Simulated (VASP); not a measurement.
Runs of VASP 6.6.1 on MoS2. The structure is that of space group Cm (No. 8), or close to it. The cells are those of the table. 

```csv
cell,gap on the mesh (eV),pressure (GPa),largest force (eV/Å)
"a = 3.149, b = 3.149, c = 13.360 Å, angles 84.9, 84.9, 60.0°, 6 atoms",0.32,31.1,37.21
"a = 3.149, b = 3.149, c = 13.298 Å, angles 88.3, 88.3, 60.0°, 6 atoms",1.07,(d),6.13
"a = 3.149, b = 3.149, c = 13.321 Å, angles 86.6, 86.6, 60.0°, 6 atoms",none,15.7,(a)
"a = 3.149, b = 3.149, c = 13.688 Å, angles 76.7, 80.1, 60.0°, 6 atoms",none,4.6,3.65
"a = 3.149, b = 3.149, c = 13.666 Å, angles 78.4, 78.4, 60.0°, 6 atoms",none,(c),5.24
"a = 3.149, b = 3.149, c = 13.726 Å, angles 76.7, 78.4, 60.0°, 6 atoms",none,(b),2.73
```

Alike in all rows: task single point; level PBE+D3(BJ); potentials or basis VASP PAW PBE potentials, release 64 (Mo_sv, S); no spin polarisation; k mesh 10 × 10 × 2; cutoff (eV) 520; smearing gaussian 0.05 eV.

Question: Fill in the values left out.

Answer: (a) 17.40; (b) 2.9; (c) 4.4; (d) 3.6.

Caveats: forces of over 1 eV/Å act on the atoms, so gaps and moduli don't describe the material at rest.

A k mesh can miss the band edges, and the runs leave out spin-orbit coupling on Mo.

A gap of «none» marks levels without a gap at the run's occupations.
